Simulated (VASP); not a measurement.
Sb, 2 atoms in the cell. It takes space group Fd-3m (No. 227, cubic). The conventional cell has a = 7.087 Å, b = 7.087 Å, c = 7.087 Å, α = 90.00°, β = 90.00°, γ = 90.00°. Within 4.0 Å of Sb (site symmetry -43m) lie 4 Sb at 3.07 Å. 

```yaml
Program: VASP 6.6.1
Task: single point
Functional: PBE
Potentials_or_basis: VASP PAW PBE potentials, release 64 (Sb)
Cutoff: 520 eV
k_mesh: 9 × 9 × 9
Occupations: fermi-dirac, width 0.0612256 eV
Spin: no spin polarisation
Dipole_correction: no
Further_INCAR_settings: ALGO = Normal; EDIFF = 1e-06; NBANDS = 12
```

Potentials or basis: VASP PAW PBE potentials, release 64 (Sb).

Launch:

```console
$ cat potpaw_PBE.64/Sb/POTCAR > POTCAR
$ mpirun -np 1 vasp_std > vasp.out
```

Hardware: 1 thread of Intel(R) Xeon(R) Platinum 8559C (Emerald Rapids), on a shared host.

Question: How long does it take, and how much memory?

Answer: Run time: 26 s on 1 thread of Intel(R) Xeon(R) Platinum 8559C (Emerald Rapids), with other jobs on the host, peak memory 0.24 GiB. Counts: scf iterations 12, k points 35.
